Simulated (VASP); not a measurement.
# Pt (P6/mmm) in VASP: notebook

The runs below take Pt through single point, with BLYP.

All numbers are computed with VASP 6.6.1; they aren't measurements. Logs are shortened: lines on timing, memory, paths and dates and some standing lists are left out, and cuts for length are marked.

## Step 1: The cell of the first run

Symmetry: P6/mmm, No. 191, hexagonal system. The conventional cell has a = 4.569 Å, b = 4.569 Å, c = 2.717 Å, α = 90.00°, β = 90.00°, γ = 120.00°. Pt (site symmetry 6/mmm) has 14 Pt at 2.72 to 2.97 Å within 3.6 Å. Within 3.5 Å of Pt (site symmetry -6m2) lie 11 Pt at 2.64 to 2.97 Å.

This isn't the form of Pt at room conditions, which is fcc.

## Step 2: Single point, BLYP (16.37 Å³/atom)

Input file INCAR:

```
PREC = Accurate
ENCUT = 520
EDIFF = 1E-7
ISMEAR = -1
SIGMA = 0.1
LREAL = F
LASPH = T
NELM = 80
ALGO = Normal
ISIF = 2
LWAVE = F
LCHARG = F
GGA = B5
ALDAX = 1.0
AGGAX = 1.0
AGGAC = 1.0
ALDAC = 0.0
NBANDS = 22
```

Input file KPOINTS:

```
Automatic mesh
0
Gamma
  9 9 13
```

Input file POSCAR:

```
Pt
1.0
    4.5687232392      0.0000000000      0.0000000000
   -2.2843616196      3.9566303880      0.0000000000
    0.0000000000      0.0000000000      2.7170187606
Pt
3
Direct
    1.0000000000      1.0000000000      0.0000000000
    0.3333333333      0.6666666667      0.5000000000
    0.6666666667      0.3333333333      0.5000000000
```

Potentials or basis: VASP PAW PBE potentials, release 64 (Pt).

Command:

```
$ cat potpaw_PBE.64/Pt/POTCAR > POTCAR
$ mpirun -np 1 vasp_std > vasp.out
```

OUTCAR:

```text
PREC = Accurate
   ENCUT = 520
   EDIFF = 1E-7
   ISMEAR = -1
   LREAL = F
   LASPH = T
   NELM = 80
   ISIF = 2
   GGA = B5

 ion  position               nearest neighbor table
   1  0.000  0.000  0.000-   2 2.97   3 2.97   2 2.97   3 2.97   2 2.97   2 2.97   3 2.97   3 2.97
                             3 2.97   3 2.97   2 2.97   2 2.97
   2  0.333  0.667  0.500-   3 2.64   3 2.64   3 2.64   1 2.97   1 2.97   1 2.97   1 2.97   1 2.97
                             1 2.97
   3  0.667  0.333  0.500-   2 2.64   2 2.64   2 2.64   1 2.97   1 2.97   1 2.97   1 2.97   1 2.97
                             1 2.97

  LATTYP: Found a hexagonal cell.
 ALAT       =     4.5687232392
 C/A-ratio  =     0.5946997921

  Lattice vectors:

 A1 = (   4.5687232392,   0.0000000000,   0.0000000000)
 A2 = (  -2.2843616196,   3.9566303880,   0.0000000000)
 A3 = (   0.0000000000,   0.0000000000,   2.7170187606)

Analysis of symmetry for initial positions (statically):
=====================================================================
 Subroutine PRICEL returns:
 Original cell was already a primitive cell.

 Routine SETGRP: Setting up the symmetry group for a
 hexagonal supercell.

 Subroutine GETGRP returns: Found 24 space group operations
 (whereof 24 operations were pure point group operations)
 out of a pool of 24 trial point group operations.

The static configuration has the point symmetry D_6h.

Analysis of symmetry for dynamics (positions and initial velocities):
=====================================================================
 Subroutine PRICEL returns:
 Original cell was already a primitive cell.

 Routine SETGRP: Setting up the symmetry group for a
 hexagonal supercell.

 Subroutine GETGRP returns: Found 24 space group operations
 (whereof 24 operations were pure point group operations)
 out of a pool of 24 trial point group operations.

The dynamic configuration has the point symmetry D_6h.

 Subroutine INISYM returns: Found 24 space group operations
 (whereof 24 operations are pure point group operations),
 and found     1 'primitive' translations

----------------------------------------------------------------------------------------

                                     Primitive cell

  volume of cell :      49.1149

  direct lattice vectors                    reciprocal lattice vectors
     4.568723239  0.000000000  0.000000000     0.218879531  0.126370156  0.000000000
    -2.284361620  3.956630388  0.000000000     0.000000000  0.252740312  0.000000000
     0.000000000  0.000000000  2.717018761     0.000000000  0.000000000  0.368050458

  length of vectors
     4.568723239  4.568723239  2.717018761     0.252740312  0.252740312  0.368050458

  position of ions in fractional coordinates (direct lattice)
     0.000000000  0.000000000  0.000000000
     0.333333333  0.666666667  0.500000000
     0.666666667  0.333333333  0.500000000

  ion indices of the primitive-cell ions
   primitive index   ion index
                 1           1
                 2           2
                 3           3

----------------------------------------------------------------------------------------

 KPOINTS: Automatic mesh

Automatic generation of k-mesh.
 Grid dimensions read from file:
 generate k-points for:    9    9   13

 Generating k-lattice:

  Cartesian coordinates                     Fractional coordinates (reciprocal lattice)
     0.024319948  0.014041128  0.000000000     0.111111111  0.000000000  0.000000000
     0.000000000  0.028082257  0.000000000     0.000000000  0.111111111  0.000000000
     0.000000000  0.000000000  0.028311574     0.000000000  0.000000000  0.076923077

  Length of vectors
     0.028082257  0.028082257  0.028311574

  Shift w.r.t. Gamma in fractional coordinates (k-lattice)
     0.000000000  0.000000000  0.000000000

 Subroutine IBZKPT returns following result:
 ===========================================

 Found     84 irreducible k-points:

 Following reciprocal coordinates:
            Coordinates               Weight
  0.000000  0.000000  0.000000      1.000000
  0.111111  0.000000  0.000000      6.000000
  0.222222 -0.000000  0.000000      6.000000
  0.333333  0.000000  0.000000      6.000000
  0.444444 -0.000000  0.000000      6.000000
  0.111111  0.111111  0.000000      6.000000
[... 16 lines left out ...]
  0.333333  0.222222  0.076923     24.000000
  0.333333  0.333333  0.076923      4.000000
 [... further k-points ...]
   k-points           NKPTS =     84   k-points in BZ     NKDIM =     84   number of bands    NBANDS=     22
   number of dos      NEDOS =    301   number of ions     NIONS =      3
   total plane-waves  NPLWV =  25920
   dimension x,y,z NGX =    36 NGY =   36 NGZ =   20
   dimension x,y,z NGXF=    72 NGYF=   72 NGZF=   40
   ions per type =               3
   NGX,Y,Z   is equivalent  to a cutoff of  13.10, 13.10, 12.24 a.u.
   NGXF,Y,Z  is equivalent  to a cutoff of  26.20, 26.20, 24.47 a.u.
 SYSTEM =  unknown system
   PREC   = accura    normal or accurate (medium, high low for compatibility)
   ISTART =      0    job   : 0-new  1-cont  2-samecut
   ICHARG =      2    charge: 1-file 2-atom 10-const
   ISPIN  =      1    spin polarized calculation?
   LNONCOLLINEAR =      F non collinear calculations
   LSORBIT =      F    spin-orbit coupling
   LASPH  =      T    aspherical Exc in radial PAW
   ENCUT  =  520.0 eV  38.22 Ry    6.18 a.u.   8.49  8.49  5.05*2*pi/ulx,y,z
   NELM   =     80;   NELMIN=  2; NELMDL= -5     # of ELM steps
   EDIFF  = 0.1E-06   stopping-criterion for ELM
   LREAL  =      F    real-space projection
   EDIFFG = 0.1E-05   stopping-criterion for IOM
   NSW    =      0    number of steps for IOM
   IBRION =     -1    ionic relax: 0-MD 1-quasi-New 2-CG
   NFREE  =      0    steps in history (QN), initial steepest desc. (CG)
   ISIF   =      2    stress and relaxation
   ISYM   =      2    0-nonsym 1-usesym 2-fastsym
   POTIM  = 0.5000    time-step for ionic-motion
   TEBEG  =    0.0;   TEEND  =   0.0 temperature during run
   PSTRESS=    0.0 pullay stress
   NELECT =      30.0000    total number of electrons
   NUPDOWN=      -1.0000    fix difference up-down
   EMIN   =  10.00;   EMAX   =-10.00  energy-range for DOS
   EFERMI =   0.00;   METHOD = LEGACY
   ISMEAR =    -1;   SIGMA  =   0.10  broadening in eV -4-tet -1-fermi 0-gaus
   EFERMI_NEDOS =   21; number of points for ismear=-14 and -15
   IALGO  =     38    algorithm
   IMIX   =      4    mixing-type and parameters
     AMIX     =   0.40;   BMIX     =  1.00
     AMIX_MAG =   1.60;   BMIX_MAG =  1.00
  volume/ion in A,a.u.               =      16.37       110.48
  Fermi-wavevector in a.u.,A,eV,Ry     =   1.389028  2.624882 26.251055  1.929398
  Thomas-Fermi vector in A             =   2.513098
   LORBIT       =      0    0 simple, 1 ext, 2 COOP (PROOUT), +10 PAW based schemes
   GGA     = B5    functional components
   LHFCALC =     F    Hartree Fock is set to
   AEXX    =    0.0000 exact exchange contribution
   IVDW    =     0    specifies the selected vdW correction
   LEPSILON=     F    determine dielectric tensor
   LRPA    =     F    only Hartree local field effects (RPA)
 non-spin polarized calculation
  energy-cutoff  :      520.00
  volume of cell :       49.11
 maximum number of plane-waves:      1354
 NGX is ok and might be reduce to    36
   NGX = 17   NGY = 17   NGZ = 11

 number of electron      29.9999998 magnetization

 Free energy of the ion-electron system (eV)
  ---------------------------------------------------
  ext. energy  EPLUGINS =         0.00000000
  ---------------------------------------------------
  free energy    TOTEN  =       -14.70075219 eV

  energy without entropy =      -14.52353951  energy(sigma->0) =      -14.61214585

 E-fermi :  10.2849     XC(G=0): -12.3062

 val. band max:       10.2766597052   @ k =   0.3333   0.1111   0.4615
 cond. band min:      10.2897379435   @ k =   0.0000   0.0000   0.1538
 fundamental gap:      0.0130782383
 Fermi energy:        10.2849097959

 k-point     1 :       0.0000    0.0000    0.0000
  band No.  band energies     occupation
      1       1.1565      2.00000
      2       4.3028      2.00000
      3       5.7202      2.00000
      4       6.4136      2.00000
      5       6.4921      2.00000
      6       6.4921      2.00000
[... 14 lines left out ...]
     21      17.6159      0.00000
     22      17.6159      0.00000

 k-point     2 :       0.1111    0.0000    0.0000
  band No.  band energies     occupation
      1       1.3165      2.00000
      2       4.3406      2.00000
      3       5.5307      2.00000
      4       5.8845      2.00000
      5       6.1034      2.00000
      6       6.4052      2.00000
[... 14 lines left out ...]
     21      19.3220      0.00000
     22      19.5357      0.00000

 k-point     3 :       0.2222   -0.0000    0.0000
  band No.  band energies     occupation
      1       1.7790      2.00000
      2       4.3882      2.00000
      3       5.0103      2.00000
      4       5.4956      2.00000
      5       5.8695      2.00000
      6       6.2796      2.00000
[... 14 lines left out ...]
     21      21.0757      0.00000
     22      21.4823      0.00000

 k-point     4 :       0.3333    0.0000    0.0000
  band No.  band energies     occupation
      1       2.4860      2.00000
      2       4.1665      2.00000
      3       4.7075      2.00000
      4       5.2576      2.00000
      5       5.7846      2.00000
      6       6.0414      2.00000
[... 14 lines left out ...]
     21      22.7626      0.00000
     22      23.0620      0.00000

 k-point     5 :       0.4444   -0.0000    0.0000
  band No.  band energies     occupation
      1       3.3132      2.00000
      2       3.9043      2.00000
      3       4.2074      2.00000
      4       5.3972      2.00000
      5       5.7179      2.00000
      6       5.7861      2.00000
[... 14 lines left out ...]
     21      23.9809      0.00000
     22      24.1292      0.00000

 k-point     6 :       0.1111    0.1111    0.0000
  band No.  band energies     occupation
      1       1.6273      2.00000
      2       4.3890      2.00000
      3       5.2208      2.00000
      4       5.4186      2.00000
      5       5.9363      2.00000
      6       6.4105      2.00000
[... 14 lines left out ...]
     21      20.7874      0.00000
     22      20.8792      0.00000

 k-point     7 :       0.2222    0.1111    0.0000
  band No.  band energies     occupation
      1       2.2075      2.00000
      2       4.3048      2.00000
      3       4.7822      2.00000
      4       5.1756      2.00000
      5       5.8064      2.00000
      6       6.2920      2.00000
[... 324 lines left out ...]
      6       6.1263      2.00000
[... 14 lines left out ...]
     21      24.0180      0.00000
     22      24.1296      0.00000

 k-point    21 :       0.4444    0.1111    0.0769
  band No.  band energies     occupation
      1       3.7210      2.00000
      2       3.9798      2.00000
      3       4.1399      2.00000
      4       5.6292      2.00000
      5       5.6627      2.00000
      6       5.9264      2.00000
[... 14 lines left out ...]
     21      23.0816      0.00000
     22      24.6385      0.00000

 k-point    22 :       0.2222    0.2222    0.0769
  band No.  band energies     occupation
      1       2.9709      2.00000
      2       4.2020      2.00000
      3       4.5562      2.00000
      4       5.3050      2.00000
      5       5.8416      2.00000
      6       6.3202      2.00000
[... 14 lines left out ...]
     21      23.9543      0.00000
     22      24.1190      0.00000

 k-point    23 :       0.3333    0.2222    0.0769
  band No.  band energies     occupation
      1       3.5462      2.00000
      2       4.0007      2.00000
      3       4.2593      2.00000
      4       5.5581      2.00000
      5       5.7489      2.00000
      6       6.1471      2.00000
[... 14 lines left out ...]
     21      23.1199      0.00000
     22      25.0502      0.00000

 k-point    24 :       0.3333    0.3333    0.0769
  band No.  band energies     occupation
      1       3.6363      2.00000
      2       4.1015      2.00000
      3       4.1015      2.00000
      4       5.6956      2.00000
      5       5.6956      2.00000
      6       6.1221      2.00000
[... 14 lines left out ...]
     21      20.9949      0.00000
     22      25.7461      0.00000

 [... further k-points ...]

------------------------ aborting loop because EDIFF is reached ----------------------------------------

  FORCE on cell =-STRESS in cart. coord.  units (eV):
  Direction    XX          YY          ZZ          XY          YZ          ZX
  --------------------------------------------------------------------------------------
  -------------------------------------------------------------------------------------
  Total        2.8911706      2.8911706      3.1489210      0.0000000      0.0000000     -0.0000000
  in kB       94.3129514     94.3129514    102.7210332      0.0000000      0.0000000     -0.0000000
  external PRESSURE =      97.1156453 kB  Pullay stress =       0.0000000 kB

 VOLUME and BASIS-vectors are now :
 -----------------------------------------------------------------------------
  energy-cutoff  :      520.00
  volume of cell :       49.11
      direct lattice vectors                 reciprocal lattice vectors
     4.568723239  0.000000000  0.000000000     0.218879531  0.126370156  0.000000000
    -2.284361620  3.956630388  0.000000000     0.000000000  0.252740312  0.000000000
     0.000000000  0.000000000  2.717018761     0.000000000  0.000000000  0.368050458

 POSITION                                       TOTAL-FORCE (eV/Angst)
 -----------------------------------------------------------------------------------
      0.00000      0.00000      0.00000        -0.000000      0.000000     -0.000000
     -0.00000      2.63775      1.35851         0.000000     -0.000000      0.000000
      2.28436      1.31888      1.35851        -0.000000      0.000000     -0.000000
 -----------------------------------------------------------------------------------
    total drift:                               -0.000000      0.000000     -0.000000

  FREE ENERGIE OF THE ION-ELECTRON SYSTEM (eV)
  ---------------------------------------------------
  free  energy   TOTEN  =       -14.7007521901 eV

  energy  without entropy=      -14.5235395055  energy(sigma->0) =      -14.61214585
```

Run time: 69 s. Hardware: 1 thread of AMD EPYC 7R13 (Zen 3), shared host; peak memory 0.18 GiB.

What came out:

```yaml
Free_energy: -14.7008 eV
Pressure: 9.7 GPa
Band_gap_on_the_k_mesh: zero (bands 15 and 16 overlap by 1.20 eV)
```

Stress tensor (GPa, compression positive):
```
 9.43  0.00  0.00
 0.00  9.43  0.00
 0.00  0.00 10.27
```

Caveat: the cell stands under pressure; the PAW data sets were made with another functional, which shifts forces and pressure a little; spin-orbit coupling is left out, which moves the levels of the heavy elements.

## Step 3: Single point, BLYP (17.05 Å³/atom)

This run uses another cell than the first one, of 17.05 Å³/atom.

Input file INCAR:

```
SYSTEM = Pt
  PREC = Accurate
  ENCUT = 520
  EDIFF = 1E-7
  ISMEAR = -1
  SIGMA = 0.1
  LREAL = .FALSE.
  LASPH = .TRUE.
  NELM = 60
  ALGO = Normal
  ISIF = 2
  LWAVE = .FALSE.
  LCHARG = .TRUE.
  GGA = B5
  ALDAX = 1.0
  AGGAX = 1.0
  AGGAC = 1.0
  ALDAC = 0.0
  LELF = .TRUE.
  LVHAR = .TRUE.
  NBANDS = 22
```

Input file KPOINTS:

```
regular mesh
0
G
  9 9 13
  0 0 0
```

Input file POSCAR:

```
Pt
1.0
    4.6313162671      0.0000000000      0.0000000000
   -2.3156581336      4.0108375403      0.0000000000
    0.0000000000      0.0000000000      2.7542428213
Pt
3
Direct
    1.0000000000      1.0000000000      0.0000000000
    0.3333333333      0.6666666667      0.5000000000
    0.6666666667      0.3333333333      0.5000000000
```

Potentials or basis: VASP PAW PBE potentials, release 64 (Pt).

Command:

```
$ cat potpaw_PBE.64/Pt/POTCAR > POTCAR
$ mpirun -np 1 vasp_std > vasp.out
```

Wall time 76 s (1 thread of AMD EPYC 7R13 (Zen 3), shared host); peak memory 0.19 GiB.

The run converged. Its results:

```
Free energy            : -14.7677 eV
Pressure               : 1.0 GPa
Band gap on the k mesh : zero (bands 15 and 16 overlap by 1.10 eV)
```

Stress tensor (GPa, compression positive):
```
0.76 0.00 0.00
0.00 0.76 0.00
0.00 0.00 1.41
```

Levels at points of the mesh, in eV from the Fermi level:
| k point | band 13 | band 14 | band 15 | band 16 | band 17 | band 18 |
| --- | --- | --- | --- | --- | --- | --- |
| (0.00, 0.00, 0.00) | -1.60 | -1.60 | 0.26 | 0.26 | 4.54 | 5.47 |

Caveat: the PAW data sets were made with another functional, which shifts forces and pressure a little; spin-orbit coupling is left out, which moves the levels of the heavy elements.

[end of part 1 of 2]
